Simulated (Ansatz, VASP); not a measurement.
**LiSO2F in VASP and in Ansatz**

```
S O Li F
1.0
     6.91042    0.00000    0.00000
     0.00000    6.91042    0.00000
     0.00000    0.00000    6.91042
S O Li F
3 6 3 3
Direct
  0.65432 0.31824 0.64054
  0.57433 0.79825 0.94901
  0.15933 0.40085 0.25769
  0.48499 0.20261 0.68593
  0.84074 0.24329 0.70919
  0.57072 0.59099 0.89848
  0.57612 0.84346 0.15671
  0.00308 0.47944 0.38014
  0.34472 0.50502 0.29456
  0.31919 0.74041 0.43901
  0.04305 0.65166 0.79600
  0.01733 0.01990 0.73151
  0.18445 0.83212 0.63884
  0.10049 0.50770 0.01700
  0.87177 0.84291 0.86415
```

Alike in both runs: functional PBE; k mesh 1 × 1 × 1; occupations fermi-dirac, width 0.05 eV; no spin polarisation.

Ansatz relaxed the structure, and its values are those at the end. VASP's run is a single point on that final structure, the one shown.

|  | VASP | Ansatz |
| --- | --- | --- |
| version | VASP 6.6.1 | Ansatz 0.2.0 |
| potentials or method | VASP PAW PBE potentials, release 64 (S, O_h, Li_sv, F_h), cutoff 1010 eV | scalar-relativistic, plane waves, PAW |
| valence electrons in the cell | 84 | 84 |

Ansatz gave:

- gap on the k mesh at the Fermi level (eV): 2.24
- rms of the force components (eV/Å): 0.097

**Question.** What did VASP give for the same quantities?

**Answer.** gap on the k mesh at the Fermi level (eV): 2.24; rms of the force components (eV/Å): 0.264.

One of these differences is far larger than is usual between the two programs; its cause wasn't traced. With one functional, cell and mesh, what is left measures potentials, basis and numerics. Ansatz's warnings: xc potential rough in thin density.
